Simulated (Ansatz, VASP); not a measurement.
**EuS: VASP beside Ansatz**

```xyz
2
Lattice="4.2122 0.0000 0.0000 2.1061 3.6479 0.0000 2.1061 1.2160 3.4393" Properties=species:S:1:pos:R:3 pbc="T T T"
Eu    0.0000    0.0000    0.0000
S     4.2122    2.4319    1.7196
```

Alike in both runs: task single point; functional PBE; k mesh 10 × 10 × 10; occupations fermi-dirac, width 0.05 eV; collinear spin.

|  | VASP | Ansatz |
| --- | --- | --- |
| version | VASP 6.6.1 | Ansatz 0.2.0 |
| potentials or method | VASP PAW PBE potentials, release 64 (Eu, S) | plane waves, PAW |
| plane-wave cutoff (eV) | 600 | 420 |
| valence electrons in the cell | 23 | 23 |

Ansatz gave:

```
gap on the k mesh at the Fermi level (eV)                     : none
net moment per atom (μB)                                      : 3.49
size of the moment on the site where the two differ most (μB) : 6.76
```

**Question.** Which values does VASP return?

**Answer.** gap on the k mesh at the Fermi level (eV): none; net moment per atom (μB): 3.49; size of the moment on the site where the two differ most (μB): 6.59.

Site moments also hang on the region over which each program counts them. A gap of «none» marks a metal or a gap that the smearing closes. Ansatz's warnings: given moment on shells.

Neither program's run includes spin-orbit coupling.
